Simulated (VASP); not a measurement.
# CuO in VASP: notebook, part 2 of 2

VASP 6.6.1. Earlier steps stand in the parts before.

## 3. Single point, PBE

This run uses another cell than the first one, of 10.03 Å³/atom.

Contents of INCAR:

```
SYSTEM = CuO
PREC = Accurate
ENCUT = 520
EDIFF = 1E-6
ISMEAR = 0
SIGMA = 0.1
LREAL = .FALSE.
LASPH = .TRUE.
NELM = 80
ALGO = Normal
ISIF = 2
LWAVE = .FALSE.
LCHARG = .FALSE.
GGA = PE
NBANDS = 25
```

Contents of KPOINTS:

```
regular mesh
0
G
  4 4 2
  0 0 0
```

Contents of POSCAR:

```
CuO
1.0
    2.3404404522     -1.7107783127     -0.0229301573
    2.3197430003      1.6824555157     -0.0101368612
   -0.8908838133      0.0240860588      5.0786274137
Cu O
2 2
Direct
   -0.0082652229      0.4939545091     -0.0055067082
    0.4909130835     -0.0195801087      0.4987901057
    0.5733962104      0.3983939412      0.2576963426
    0.3918683292      0.5610426818      0.7397132466
```

Potentials or basis: VASP PAW PBE potentials, release 64 (Cu, O).

Launch:

```console
> cat potpaw_PBE.64/Cu/POTCAR potpaw_PBE.64/O/POTCAR > POTCAR
> mpirun -np 1 vasp_std > vasp.out
```

OUTCAR:

```text
SYSTEM = CuO
   PREC = Accurate
   ENCUT = 520
   EDIFF = 1E-6
   ISMEAR = 0
   LREAL = .FALSE.
   LASPH = .TRUE.
   NELM = 80
   ISIF = 2
   GGA = PE

 ion  position               nearest neighbor table
   1  0.992  0.494  0.994-   4 1.94   3 1.97   4 1.99   3 2.05
   2  0.491  0.980  0.499-   4 1.90   3 1.91   3 1.93   4 1.95
   3  0.573  0.398  0.258-   2 1.91   2 1.93   1 1.97   1 2.05
   4  0.392  0.561  0.740-   2 1.90   1 1.94   2 1.95   1 1.99

  LATTYP: Found a triclinic cell.
 ALAT       =     2.8991291343
 B/A-ratio  =     1.1704622010
 C/A-ratio  =     2.1723905589
 COS(alpha) =     0.0013027671
 COS(beta)  =     0.4772141659
 COS(gamma) =     0.5950394553

  Lattice vectors:

 A1 = (  -2.3404404522,   1.7107783127,   0.0229301573)
 A2 = (  -0.0206974519,   3.3932338284,   0.0127932961)
 A3 = (  -3.7692996392,   0.0042367382,  -5.0455603952)

Analysis of symmetry for initial positions (statically):
=====================================================================
 Subroutine PRICEL returns:
 Original cell was already a primitive cell.

[... 168 lines left out ...]

 E-fermi :   5.8108     XC(G=0): -11.9852

 val. band max:        5.7924288741   @ k =  -0.0000   0.5000  -0.0000
 cond. band min:       5.8740529518   @ k =   0.2500   0.2500   0.5000
 fundamental gap:      0.0816240777
 Fermi energy:         5.8108079985

 k-point     1 :       0.0000    0.0000    0.0000
  band No.  band energies     occupation
      1     -14.1615      2.00000
      2     -12.8266      2.00000
      3      -2.3680      2.00000
      4       0.2129      2.00000
      5       0.6698      2.00000
      6       2.4969      2.00000
[... 549 lines left out ...]
     24      18.9522      0.00000
     25      21.4713      0.00000

------------------------ aborting loop because EDIFF is reached ----------------------------------------

  FORCE on cell =-STRESS in cart. coord.  units (eV):
  Direction    XX          YY          ZZ          XY          YZ          ZX
  --------------------------------------------------------------------------------------
  -------------------------------------------------------------------------------------
  Total        2.0512326      2.1597988      1.5763831      0.4708842      0.5936046     -0.1503101
  in kB       81.9511977     86.2886538     62.9799283     18.8128468     23.7157937     -6.0052146
  external PRESSURE =      77.0732599 kB  Pullay stress =       0.0000000 kB

 VOLUME and BASIS-vectors are now :
 -----------------------------------------------------------------------------
  energy-cutoff  :      520.00
  volume of cell :       40.10
      direct lattice vectors                 reciprocal lattice vectors
     2.340440452 -1.710778313 -0.022930157     0.213074834 -0.293550617  0.038769412
     2.319743000  1.682455516 -0.010136861     0.216641816  0.295887568  0.036599637
    -0.890883813  0.024086059  5.078627414     0.001394453 -0.000734803  0.197151693

 POSITION                                       TOTAL-FORCE (eV/Angst)
 -----------------------------------------------------------------------------------
      2.58097     -0.84163      5.02291        -0.447391      0.148548      0.356632
      2.97891      0.82168      2.51197        -0.126674     -0.054516     -0.038870
      2.03659     -0.30447      1.29156         0.241985      0.116968     -0.793893
      1.55962      0.29135      3.74206         0.332080     -0.211000      0.476131
 -----------------------------------------------------------------------------------
    total drift:                               -0.000434     -0.000272     -0.000846

  FREE ENERGIE OF THE ION-ELECTRON SYSTEM (eV)
  ---------------------------------------------------
  free  energy   TOTEN  =       -19.4889708983 eV

  energy  without entropy=      -19.4757281471  energy(sigma->0) =      -19.48234952
```

Wall time 10 s (1 thread of Intel Xeon 6975P-C (Granite Rapids), shared host); peak memory 0.16 GiB.

Results:

* Free energy: -19.4890 eV
* Pressure: 7.7 GPa
* Largest force: 0.838 eV/Å
* Band gap on the k mesh: zero (bands 17 and 18 overlap by 0.56 eV)

Forces on the atoms (eV/Å):
```
Cu  -0.447  0.149  0.357
Cu  -0.127 -0.055 -0.039
O    0.242  0.117 -0.794
O    0.332 -0.211  0.476
```

Caveat: the k points lie up to 0.62 Å⁻¹ apart, too coarse for converged energies and pressures of a metal; semilocal functionals often make such compounds metallic where correlation or magnetic order opens a gap, which also shifts bond lengths.

## 4. Single point, PBE

This run uses another cell than the first one, of 10.03 Å³/atom.

Contents of INCAR:

```
SYSTEM = CuO
  ALGO = Normal
  EDIFF = 1E-7
  ENCUT = 520
  GGA = PE
  ISIF = 2
  ISMEAR = 0
  LASPH = .TRUE.
  LCHARG = .FALSE.
  LREAL = .FALSE.
  LWAVE = .FALSE.
  NBANDS = 25
  NELM = 60
  PREC = Accurate
  SIGMA = 0.1
```

Contents of KPOINTS:

```
k-points
0
G
  4 4 4
  0 0 0
```

POSCAR is that of step 3.

Launch:

```console
> cat potpaw_PBE.64/Cu/POTCAR potpaw_PBE.64/O/POTCAR > POTCAR
> mpirun -np 1 vasp_std > vasp.out
```

Run time: 18 s. Hardware: 1 thread of Intel Xeon 6975P-C (Granite Rapids), shared host; peak memory 0.17 GiB.

It converged, with:

- Free energy: -19.4891 eV
- Pressure: 7.8 GPa
- Largest force: 0.844 eV/Å
- Band gap on the k mesh: zero (bands 17 and 18 overlap by 0.56 eV)

Forces in eV/Å, atoms in the order of the input:
```
Cu  -0.447  0.146  0.363
Cu  -0.130 -0.042 -0.035
O    0.249  0.108 -0.799
O    0.329 -0.212  0.472
```

Stress tensor (GPa, compression positive):
```
 7.91  1.94 -0.46
 1.94  8.80  2.39
-0.46  2.39  6.72
```

Levels at points of the mesh, in eV from the Fermi level:
| k point | band 14 | band 15 | band 16 | band 17 | band 18 | band 19 | band 20 | band 21 |
| --- | --- | --- | --- | --- | --- | --- | --- | --- |
| (0.00, 0.00, 0.00) | -2.17 | -2.12 | -1.67 | 0.19 | 0.94 | 1.75 | 6.08 | 8.22 |
| (0.50, 0.00, 0.00) | -1.62 | -1.57 | -1.42 | -0.06 | 0.40 | 5.03 | 6.43 | 6.91 |
| (0.00, 0.50, 0.00) | -1.58 | -1.40 | -1.34 | -0.04 | 0.14 | 4.73 | 6.37 | 7.36 |
| (0.50, 0.50, 0.00) | -2.03 | -1.68 | -1.21 | -0.58 | 1.07 | 3.45 | 7.03 | 8.59 |
| (0.00, 0.00, 0.50) | -2.17 | -1.54 | -1.40 | 0.10 | 0.41 | 3.83 | 4.16 | 11.24 |
| (0.50, 0.00, 0.50) | -2.08 | -1.77 | -1.56 | -0.07 | 0.82 | 5.45 | 6.19 | 8.16 |
| (0.00, 0.50, 0.50) | -2.12 | -1.71 | -1.57 | -0.08 | 0.69 | 4.87 | 6.96 | 8.31 |
| (0.50, 0.50, 0.50) | -1.66 | -1.30 | -1.24 | -0.44 | -0.34 | 5.22 | 5.41 | 8.68 |

Caveat: the k points lie up to 0.58 Å⁻¹ apart, too coarse for converged energies and pressures of a metal; semilocal functionals often make such compounds metallic where correlation or magnetic order opens a gap, which also shifts bond lengths. With open d or f shells a metallic result of PBE can be an artefact of self-interaction; +U or a hybrid may open a gap.

## 5. Overview

```tsv
cell	k mesh	gap on the mesh (eV)	pressure (GPa)	largest force (eV/Å)
a = 2.904, b = 2.904, c = 5.132 Å, angles 97.8, 97.8, 72.3°, 4 atoms, atomic positions A	4 × 4 × 2	none	6.3	0.80
a = 2.899, b = 2.866, c = 5.156 Å, angles 98.1, 98.6, 72.1°, 4 atoms, atomic positions B	4 × 4 × 2	none	7.7	0.84
a = 2.899, b = 2.866, c = 5.156 Å, angles 98.1, 98.6, 72.1°, 4 atoms, atomic positions B	4 × 4 × 4	none	7.8	0.84
```

Alike in all rows: task single point; level PBE; potentials or basis VASP PAW PBE potentials, release 64 (Cu, O); no spin polarisation; cutoff (eV) 520; smearing gaussian 0.1 eV.

Caveats: all runs use coarse meshes; semilocal functionals often make such compounds metallic where correlation or magnetic order opens a gap, which also shifts bond lengths.

Total energies depend on the potentials used, so only differences within one code and one set of settings carry meaning.
